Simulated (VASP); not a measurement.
# H23NO10 in VASP: a series of runs, part 2 of 2

VASP 6.6.1. The steps go on from the part before.

## (3) Single point, PBE+D3(BJ)

The input, INCAR:

```
SYSTEM = H23NO10
ALGO     = Normal         ! electronic algorithm
EDIFF    = 1E-6           ! SCF threshold, eV
ENCUT    = 520            ! plane-wave cutoff, eV
GGA      = PE             ! functional
ISIF     = 2              ! what is computed and relaxed
ISMEAR   = -1             ! smearing method
IVDW     = 12             ! dispersion correction
LASPH    = .True.         ! aspherical terms in the spheres
LCHARG   = .True.         ! write CHGCAR
LELF     = .True.         ! ELF
LREAL    = Auto         
LVHAR    = .True.       
LWAVE    = .False.        ! write WAVECAR
NBANDS   = 67             ! bands
NELM     = 60             ! most SCF steps
PREC     = Accurate       ! precision mode
SIGMA    = 0.02           ! smearing width, eV
```

The input, KPOINTS:

```
k-points
0
Gamma
  1 1 1
  0 0 0
```

The input, POSCAR:

```
H23NO10
1.0
    6.9726830000      0.0000000000      0.0000000000
    0.0000000000      6.9726830000      0.0000000000
    0.0000000000      0.0000000000      6.9726830000
O H N
10 23 1
Direct
    0.8678438415      0.7844613042      0.0291422972
    0.4630068512      0.6646508955      0.1597663338
    1.0417223901      0.8359766248      0.4924359820
    0.3489904819      0.3721379561      0.4156362766
    0.6100951384      0.0786497823      0.4256180870
    0.3948408382      0.8454134513      0.6817461801
    0.2324356349      0.2232999837     -0.1277557004
    0.8573457305      1.0465411951      0.7206551624
    0.9573789602      0.5258951253      0.7104008600
    0.5845669450      0.5009549409      0.7368038960
    0.9162613588      0.6984542392     -0.0617552813
    0.9431520119      0.7834717282      0.1372929187
    0.5159993650      0.6195032816      0.0391814743
    0.5767650702      0.7337347761      0.1980873073
    1.1773660153      0.8627668861      0.5267556262
    0.9692968976      0.9284661299      0.5687337285
    0.2241461429      0.3084608894      0.3588001921
    0.3535511366      0.5041101108      0.3357817930
    0.7048649709      0.0972939685      0.5288925368
    0.5119263274      0.1850650603      0.4221187167
    0.4928949158      0.9080722586      0.6088904372
    0.4589051302      0.7207125292      0.7094686507
    0.2826028374      0.0999471796     -0.1822971158
    0.3377322617      0.2804515851     -0.0532936891
    0.8490275551      0.9795081750      0.8447250506
    0.9637179835      1.1362914390      0.7486071000
    1.0652427480      0.4377654914      0.7150045399
    0.9958003254      0.6212242834      0.6083741366
    0.5078819731      0.4294616577      0.6457915841
    0.7169119835      0.4839170230      0.7198376866
   -0.0625153904      0.2956107427      0.2814124778
    0.0605362383      0.1788837955      0.1133279686
   -0.0166363507      0.0654984602      0.3178403493
    0.0345204278      0.1867000120      0.2595844383
```

Potentials or basis: VASP PAW PBE potentials, release 64 (O, H, N).

Command:

```console
$ cat potpaw_PBE.64/O/POTCAR potpaw_PBE.64/H/POTCAR potpaw_PBE.64/N/POTCAR > POTCAR
$ mpirun -np 1 vasp_gam > vasp.out
```

Run time: 62 s. Hardware: 1 thread of Intel Xeon Platinum 8488C (Sapphire Rapids), shared host; peak memory 0.35 GiB.

It converged, with:

- Free energy: -166.6835 eV
- Pressure: 0.6 GPa
- Largest force: 3.621 eV/Å
- Band gap on the k mesh: 4.15 eV
- Dispersion energy per atom: -0.034 eV

Forces in eV/Å, atoms in the order of the input:
```
O   -2.918  1.802 -1.163
O    0.020 -0.049 -0.160
O    0.908 -0.863 -1.074
O   -1.222  2.149 -1.642
O   -0.332 -0.109 -0.032
O   -0.693 -0.554  0.734
O    0.227 -0.707 -0.350
O    0.704  1.190  0.857
O    0.360  0.292 -0.382
O   -2.843  0.751  1.226
H    1.024 -1.858 -1.573
H    1.984 -0.013  2.611
H   -0.408 -0.553 -0.636
H    0.204  0.673  0.755
H   -0.046 -0.452  0.027
H   -0.512  0.022  0.574
H    0.883 -0.106  0.516
H    0.584 -2.428  1.247
H   -0.586  0.332 -0.135
H    0.724 -0.193  0.056
H    0.747  1.056 -1.133
H   -0.240 -0.011  0.173
H    0.075  0.680  0.471
H   -0.262 -0.279 -0.363
H   -0.344 -0.544  0.280
H   -0.475  0.023 -0.154
H    0.283 -0.226  0.241
H   -0.193  0.154  0.311
H   -0.141 -0.342 -0.583
H    2.410 -0.381 -0.569
H   -0.070 -0.465 -0.161
H   -0.109 -0.265  0.694
H   -0.142 -0.650 -0.071
N    0.399  1.925 -0.590
```

Stress tensor (GPa, compression positive):
```
 1.47 -0.01 -0.66
-0.01 -0.42  0.98
-0.66  0.98  0.76
```

Levels at points of the mesh, in eV from the valence-band top:
```csv
k point,band 40,band 41,band 42,band 43,band 44,band 45,band 46,band 47,band 48,band 49
"(0.00, 0.00, 0.00)",-0.89,-0.73,-0.50,-0.32,0.00,4.15,6.76,7.26,7.62,7.75
```

Caveat: the k points lie up to 0.90 Å⁻¹ apart.

## (4) Single point, PBE+D3(BJ)

The input, INCAR:

```
PREC     = Accurate       # precision mode
ENCUT    = 520            # plane-wave cutoff, eV
EDIFF    = 1E-6           # SCF threshold, eV
ISMEAR   = -1             # smearing method
SIGMA    = 0.02           # smearing width, eV
LREAL    = Auto         
LASPH    = True           # aspherical terms in the spheres
NELM     = 60             # most SCF steps
ALGO     = Normal         # electronic algorithm
ISIF     = 2              # what is computed and relaxed
LWAVE    = False          # write WAVECAR
LCHARG   = True           # write CHGCAR
GGA      = PE             # functional
IVDW     = 12             # dispersion correction
LELF     = True           # ELF
LVHAR    = True         
NBANDS   = 67             # bands
```

The input, KPOINTS:

```
regular mesh
0
Gamma
  1 1 1
```

The input, POSCAR:

```
H23NO10
1.0
    6.9726830000      0.0000000000      0.0000000000
    0.0000000000      6.9726830000      0.0000000000
    0.0000000000      0.0000000000      6.9726830000
O H N
10 23 1
Direct
    0.9212952891      0.7861679643      0.0468829574
    0.4544161838      0.6763680494      0.1561378884
    1.0799859968      0.7863974312      0.4794567600
    0.3729554319      0.3759815268      0.3687533192
    0.5876217232      0.0155033579      0.3918864517
    0.3795956305      0.9231740494      0.7039040782
    0.2421019283      0.2228123665     -0.1525668096
    0.8183363563      1.0401161217      0.7690726798
    0.9818745524      0.4912743057      0.7853218051
    0.5097607334      0.5283332112      0.7192496776
    0.9647505845      0.6863498599     -0.0481593671
    0.9762812966      0.7639957245      0.1682709511
    0.5739541006      0.6793224359      0.0906107448
    0.4888505615      0.7810910090      0.2446977727
    1.1818979868      0.8467328860      0.5650335746
    0.9579096024      0.8440223082      0.5283762362
    0.2420589033      0.3449461276      0.3463802958
    0.4054393409      0.4674527725      0.2768948481
    0.7144452143      0.0406730092      0.4473600765
    0.5115104186      0.1342811655      0.3535367949
    0.4747240051      0.9768262805      0.6037991402
    0.4238253768      0.7979281433      0.7397152574
    0.2879092596      0.0914425624     -0.1781523698
    0.3583412583      0.3056929449     -0.1698055110
    0.8644735463      0.9813008852      0.8931999347
    0.8840642834      1.1608157147      0.7719266744
    1.0930082437      0.4066583839      0.8256075889
    1.0350535081      0.5755747106      0.6822194556
    0.4677109228      0.4945442092      0.5843231364
    0.6385633765      0.4928375490      0.7331611089
   -0.0963187341      0.2626248748      0.2667265958
    0.0628452491      0.2309154166      0.0942965570
    0.0535518394      0.0742325443      0.2420589033
    0.0448751220      0.2171760856      0.2375556152
```

Command:

```console
$ cat potpaw_PBE.64/O/POTCAR potpaw_PBE.64/H/POTCAR potpaw_PBE.64/N/POTCAR > POTCAR
$ mpirun -np 1 vasp_gam > vasp.out
```

It took 61 s on 1 thread of Intel Xeon Platinum 8488C (Sapphire Rapids), shared host; peak memory 0.35 GiB.

It converged, with:

```
Free energy                : -166.7093 eV
Pressure                   : 0.3 GPa
Largest force              : 3.730 eV/Å
Band gap on the k mesh     : 4.42 eV
Dispersion energy per atom : -0.034 eV
```

Forces in eV/Å, atoms in the order of the input:
```
O   -0.944  0.158 -1.991
O   -0.216  0.761  0.758
O   -0.700  0.514  0.863
O    1.867 -1.673  2.762
O   -0.680  0.202 -0.216
O    0.054  0.892 -1.254
O    0.634  1.578  0.537
O    0.103 -0.742  0.658
O    0.648  0.565 -0.117
O   -2.319  0.416 -0.861
H   -0.168  0.043  0.709
H    0.995 -0.461  1.461
H    1.168 -0.444 -1.287
H   -0.635  0.076  0.336
H   -0.360 -0.168 -0.527
H    1.001 -0.274 -0.087
H   -2.161 -0.902 -0.408
H    0.778  2.208 -2.042
H   -0.548  0.521 -0.176
H    1.021 -0.273  0.532
H   -0.779 -0.771  0.712
H    0.654 -1.062  0.342
H    0.135 -0.429 -0.314
H   -0.671 -0.416  0.078
H   -0.458 -0.222 -0.746
H    0.396  0.923 -0.307
H   -0.688  0.085 -0.519
H   -0.278 -0.520  0.201
H    0.209 -0.189  0.699
H    2.077 -0.500  0.082
H    1.114 -0.648 -0.231
H    0.252  0.727 -0.644
H   -0.223 -1.150  0.837
N   -1.279  1.176  0.165
```

Stress tensor (GPa, compression positive):
```
 0.02  0.24 -0.72
 0.24  1.03 -1.18
-0.72 -1.18 -0.11
```

Levels at points of the mesh, in eV from the valence-band top:
```
           k point  band 41  band 42  band 43  band 44  band 45  band 46  band 47  band 48
(0.00, 0.00, 0.00)    -0.59    -0.37    -0.19     0.00     4.42     7.27     7.43     7.71
```

Caveat: the k points lie up to 0.90 Å⁻¹ apart.
